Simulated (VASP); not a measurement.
# ZrC (F-43m) in VASP: notebook

ZrC is run at these levels: r2SCANh, r2SCAN50; tasks: single point.

All numbers are computed with VASP 6.6.1; they aren't measurements. Logs are shortened: lines on timing, memory, paths and dates and some standing lists are left out, and cuts for length are marked.

**1. The cell of the first run**

It takes space group F-43m (No. 216, cubic). Conventional cell: a = 5.091 Å, b = 5.091 Å, c = 5.091 Å, α = 90.00°, β = 90.00°, γ = 90.00°. Zr (site symmetry -43m) has 4 C at 2.20 Å within 2.9 Å. C (site symmetry -43m) has 4 Zr at 2.20 Å within 2.9 Å.

**2. Single point, r2SCANh**

File POSCAR:

```
ZrC
1.0
    0.0000000000      2.5455200000      2.5455200000
    2.5455200000      0.0000000000      2.5455200000
    2.5455200000      2.5455200000      0.0000000000
Zr C
1 1
Direct
    0.5000000000      0.5000000000      0.5000000000
    0.7500000000      0.7500000000      0.7500000000
```

File INCAR.step1:

```
ALGO = Normal
EDIFF = 1E-5
ENCUT = 520
GGA = PE
ISIF = 2
ISMEAR = -1
LASPH = True
LCHARG = False
LREAL = False
LWAVE = True
NBANDS = 15
NELM = 60
PREC = Accurate
SIGMA = 0.05
```

File INCAR.step2:

```
AEXX = 0.1
ALGO = Normal
EDIFF = 1E-7
ENCUT = 520
ISIF = 2
ISMEAR = -1
ISTART = 1
LASPH = True
LCHARG = False
LHFCALC = True
LMIXTAU = True
LREAL = False
LWAVE = False
METAGGA = R2SCAN
NBANDS = 15
NELM = 60
PREC = Accurate
PRECFOCK = Normal
SIGMA = 0.05
```

File KPOINTS:

```
k-points
0
Gamma
  5 5 5
```

Potentials or basis: VASP PAW PBE potentials, release 64 (Zr_sv, C).

Run with:

```
$ cat potpaw_PBE.64/Zr_sv/POTCAR potpaw_PBE.64/C/POTCAR > POTCAR
$ cp INCAR.step1 INCAR
$ mpirun -np 1 vasp_std > vasp.out
$ cp INCAR.step2 INCAR
$ mpirun -np 1 vasp_std > vasp.out
```

OUTCAR:

```text
AEXX = 0.1
   EDIFF = 1E-7
   ENCUT = 520
   ISIF = 2
   ISMEAR = -1
   ISTART = 1
   LASPH = True
   LHFCALC = True
   LREAL = False
   METAGGA = R2SCAN
   NELM = 60
   PREC = Accurate
   PRECFOCK = Normal

 ion  position               nearest neighbor table
   1  0.500  0.500  0.500-   2 2.20   2 2.20   2 2.20   2 2.20
   2  0.750  0.750  0.750-   1 2.20   1 2.20   1 2.20   1 2.20

  LATTYP: Found a face centered cubic cell.
 ALAT       =     5.0910400000

  Lattice vectors:

 A1 = (   0.0000000000,   2.5455200000,   2.5455200000)
 A2 = (   2.5455200000,   0.0000000000,   2.5455200000)
 A3 = (   2.5455200000,   2.5455200000,   0.0000000000)

Analysis of symmetry for initial positions (statically):
=====================================================================
 Subroutine PRICEL returns:
 Original cell was already a primitive cell.

 Routine SETGRP: Setting up the symmetry group for a
 face centered cubic supercell.

 Subroutine GETGRP returns: Found 24 space group operations
 (whereof 24 operations were pure point group operations)
 out of a pool of 48 trial point group operations.

The static configuration has the point symmetry T_d .

Analysis of symmetry for dynamics (positions and initial velocities):
=====================================================================
 Subroutine PRICEL returns:
 Original cell was already a primitive cell.

 Routine SETGRP: Setting up the symmetry group for a
 face centered cubic supercell.

 Subroutine GETGRP returns: Found 24 space group operations
 (whereof 24 operations were pure point group operations)
 out of a pool of 48 trial point group operations.

The dynamic configuration has the point symmetry T_d .

 Subroutine INISYM returns: Found 24 space group operations
 (whereof 24 operations are pure point group operations),
 and found     1 'primitive' translations

----------------------------------------------------------------------------------------

                                     Primitive cell

  volume of cell :      32.9883

  direct lattice vectors                    reciprocal lattice vectors
     0.000000000  2.545520000  2.545520000    -0.196423521  0.196423521  0.196423521
     2.545520000  0.000000000  2.545520000     0.196423521 -0.196423521  0.196423521
[... 85 lines left out ...]
   ISMEAR =    -1;   SIGMA  =   0.05  broadening in eV -4-tet -1-fermi 0-gaus
   EFERMI_NEDOS =   21; number of points for ismear=-14 and -15
   IALGO  =     38    algorithm
   IMIX   =      1    mixing-type and parameters
     AMIX     =   0.40;   BMIX     =  1.00
     AMIX_MAG =   1.60;   BMIX_MAG =  1.00
  volume/ion in A,a.u.               =      16.49       111.31
  Fermi-wavevector in a.u.,A,eV,Ry     =   1.286259  2.430676 22.510313  1.654461
  Thomas-Fermi vector in A             =   2.418344
   LORBIT       =      0    0 simple, 1 ext, 2 COOP (PROOUT), +10 PAW based schemes
   METAGGA = R2SCAN    functional components
   LHFCALC =     T    Hartree Fock is set to
   PRECFOCK=normal    Normal, Fast or Accurate (Low or Medium for compatibility)
   ENCUT4O =  -1.0   cutoff for four orbital integrals eV
   NKREDX  =     1    reduce k-point grid by
   NKREDY  =     1    reduce k-point grid by
   NKREDZ  =     1    reduce k-point grid by
   AEXX    =    0.1000 exact exchange contribution
   HFSCREEN=    0.0000 screening length (either q_TF or 0.3 A-1)
   HFSCREENC=   0.0000 screening length for correlation (either q_TF or 0.3 A-1)
   ENCUTFOCK=  -1.0 apply spherical cutoff to Coloumb kernel
   IVDW    =     0    specifies the selected vdW correction
   LEPSILON=     F    determine dielectric tensor
   LRPA    =     F    only Hartree local field effects (RPA)
 non-spin polarized calculation
  energy-cutoff  :      520.00
  volume of cell :       32.99
 maximum number of plane-waves:       899
  NGX = 24; NGY = 24; NGZ = 24

 number of electron      16.0000001 magnetization

 Free energy of the ion-electron system (eV)
  ---------------------------------------------------
  ext. energy  EPLUGINS =         0.00000000
  ---------------------------------------------------
  free energy    TOTEN  =       -33.75796454 eV

  energy without entropy =      -33.75796443  energy(sigma->0) =      -33.75796448

 E-fermi :   6.6824     XC(G=0): -10.3027

 val. band max:        5.8877424728   @ k =  -0.4000   0.4000   0.0000
 cond. band min:       7.4308063890   @ k =  -0.4000   0.4000   0.0000
 fundamental gap:      1.5430639163
 Fermi energy:         6.6824418516

 k-point     1 :       0.0000    0.0000    0.0000
  band No.  band energies     occupation
      1     -44.5337      2.00000
      2     -21.2595      2.00000
      3     -21.2595      2.00000
      4     -21.2595      2.00000
      5      -4.6759      2.00000
      6       3.7204      2.00000
      7       3.7204      2.00000
      8       3.7204      2.00000
      9      10.2785      0.00000
     10      10.2785      0.00000
     11      10.5507      0.00000
     12      15.8696      0.00000
     13      15.8696      0.00000
     14      15.8696      0.00000
[... 149 lines left out ...]
      2     -21.6472      2.00000
      3     -21.4993      2.00000
      4     -21.4042      2.00000
      5      -3.0152      2.00000
      6       3.3314      2.00000
      7       4.6127      2.00000
      8       5.8590      2.00000
      9       8.0241      0.00000
     10      10.2278      0.00000
     11      11.8475      0.00000
     12      13.4077      0.00000
     13      14.8772      0.00000
     14      18.3096      0.00000
     15      19.2094      0.00000

------------------------ aborting loop because EDIFF is reached ----------------------------------------

  FORCE on cell =-STRESS in cart. coord.  units (eV):
  Direction    XX          YY          ZZ          XY          YZ          ZX
  --------------------------------------------------------------------------------------
  -------------------------------------------------------------------------------------
  Total       -0.0561006     -0.0561006     -0.0561006      0.0000000      0.0000000     -0.0000000
  in kB       -2.7246969     -2.7246969     -2.7246969      0.0000000      0.0000000     -0.0000000
  external PRESSURE =      -2.7246969 kB  Pullay stress =       0.0000000 kB

 VOLUME and BASIS-vectors are now :
 -----------------------------------------------------------------------------
  energy-cutoff  :      520.00
  volume of cell :       32.99
      direct lattice vectors                 reciprocal lattice vectors
     0.000000000  2.545520000  2.545520000    -0.196423521  0.196423521  0.196423521
     2.545520000  0.000000000  2.545520000     0.196423521 -0.196423521  0.196423521
     2.545520000  2.545520000  0.000000000     0.196423521  0.196423521 -0.196423521

 POSITION                                       TOTAL-FORCE (eV/Angst)
 -----------------------------------------------------------------------------------
      2.54552      2.54552      2.54552         0.000000      0.000000      0.000000
      3.81828      3.81828      3.81828        -0.000000     -0.000000     -0.000000
 -----------------------------------------------------------------------------------
    total drift:                                0.000001     -0.000000      0.000001

  FREE ENERGIE OF THE ION-ELECTRON SYSTEM (eV)
  ---------------------------------------------------
  free  energy   TOTEN  =       -33.7579645361 eV

  energy  without entropy=      -33.7579644323  energy(sigma->0) =      -33.75796448
```

OUTCAR.step1:

```text
EDIFF = 1E-5
   ENCUT = 520
   GGA = PE
   ISIF = 2
   ISMEAR = -1
[... 383 lines left out ...]
 -----------------------------------------------------------------------------------
      2.54552      2.54552      2.54552         0.000000      0.000000      0.000000
      3.81828      3.81828      3.81828        -0.000000     -0.000000     -0.000000
 -----------------------------------------------------------------------------------
    total drift:                                0.000000      0.000000      0.000000

  FREE ENERGIE OF THE ION-ELECTRON SYSTEM (eV)
  ---------------------------------------------------
  free  energy   TOTEN  =       -18.2074313296 eV

  energy  without entropy=      -18.2072958014  energy(sigma->0) =      -18.20736357
```

OSZICAR.step1:

```text
N       E                     dE             d eps       ncg     rms          rms(c)
DAV:   1     0.107140353325E+03    0.10714E+03   -0.84196E+03   300   0.104E+03
DAV:   2    -0.149922036850E+02   -0.12213E+03   -0.11327E+03   377   0.281E+02
DAV:   3    -0.228165976442E+02   -0.78244E+01   -0.77614E+01   521   0.588E+01
DAV:   4    -0.228712364254E+02   -0.54639E-01   -0.54631E-01   350   0.506E+00
DAV:   5    -0.228716616598E+02   -0.42523E-03   -0.42522E-03   399   0.420E-01    0.205E+01
DAV:   6    -0.182569971497E+02    0.46147E+01   -0.12020E+01   328   0.252E+01    0.573E+00
DAV:   7    -0.182059567214E+02    0.51040E-01   -0.73416E-01   314   0.633E+00    0.493E+00
DAV:   8    -0.182152100357E+02   -0.92533E-02   -0.14460E-01   370   0.320E+00    0.222E+00
DAV:   9    -0.182068606435E+02    0.83494E-02   -0.25154E-02   321   0.120E+00    0.472E-01
DAV:  10    -0.182074665328E+02   -0.60589E-03   -0.15158E-03   378   0.394E-01    0.245E-01
DAV:  11    -0.182074346351E+02    0.31898E-04   -0.24498E-04   321   0.138E-01    0.297E-02
DAV:  12    -0.182074313296E+02    0.33055E-05   -0.61349E-06   248   0.215E-02
   1 F= -.18207431E+02 E0= -.18207364E+02  d E =-.135528E-03
```

Run time: 20 min. Hardware: 1 thread of AMD EPYC 7R13 (Zen 3), shared host; peak memory 0.15 GiB.

What came out:

- Free energy: -33.7580 eV
- Pressure: -0.3 GPa
- Band gap on the k mesh: 1.54 eV

Caveat: the k points lie up to 0.43 Å⁻¹ apart; the PAW data sets were made with another functional, which shifts forces and pressure a little; an odd mesh through Γ misses points on the zone boundary, where band edges can lie.

**3. Single point, r2SCAN50**

POSCAR is that of step 2.

File INCAR.step1:

```
SYSTEM = ZrC
  PREC = Accurate
  ENCUT = 520
  EDIFF = 1E-5
  ISMEAR = -1
  SIGMA = 0.05
  LREAL = .False.
  LASPH = .True.
  NELM = 100
  ALGO = Normal
  ISIF = 2
  LWAVE = .True.
  NBANDS = 15
  GGA = PE
```

File INCAR.step2:

```
SYSTEM = ZrC
  PREC = Accurate
  ENCUT = 520
  EDIFF = 1E-6
  ISMEAR = -1
  SIGMA = 0.05
  LREAL = .False.
  LASPH = .True.
  NELM = 100
  ALGO = Normal
  ISIF = 2
  LWAVE = .False.
  LCHARG = .True.
  METAGGA = R2SCAN
  LHFCALC = .True.
  AEXX = 0.5
  LMIXTAU = .True.
  PRECFOCK = Normal
  LELF = .True.
  LVHAR = .True.
  NBANDS = 15
  ISTART = 1
```

File KPOINTS:

```
regular mesh
0
Gamma
  5 5 5
  0 0 0
```

Potentials or basis: VASP PAW PBE potentials, release 64 (Zr_sv, C).

Run with:

```
$ cat potpaw_PBE.64/Zr_sv/POTCAR potpaw_PBE.64/C/POTCAR > POTCAR
$ cp INCAR.step1 INCAR
$ mpirun -np 1 vasp_std > vasp.out
$ cp INCAR.step2 INCAR
$ mpirun -np 1 vasp_std > vasp.out
```

Wall time 17 min (1 thread of AMD EPYC 7R13 (Zen 3), shared host); peak memory 0.15 GiB.

Results (log left out):

```
Free energy            : -34.9657 eV
Pressure               : -2.5 GPa
Band gap on the k mesh : 3.79 eV
```

Levels at points of the mesh, in eV from the valence-band top:
```csv
k point,band 5,band 6,band 7,band 8,band 9,band 10,band 11,band 12
"(0.00, 0.00, 0.00)",-12.14,-2.42,-2.42,-2.42,7.02,7.38,7.38,13.13
```

Caveat: the k points lie up to 0.43 Å⁻¹ apart; the PAW data sets were made with another functional, which shifts forces and pressure a little; an odd mesh through Γ misses points on the zone boundary, where band edges can lie.
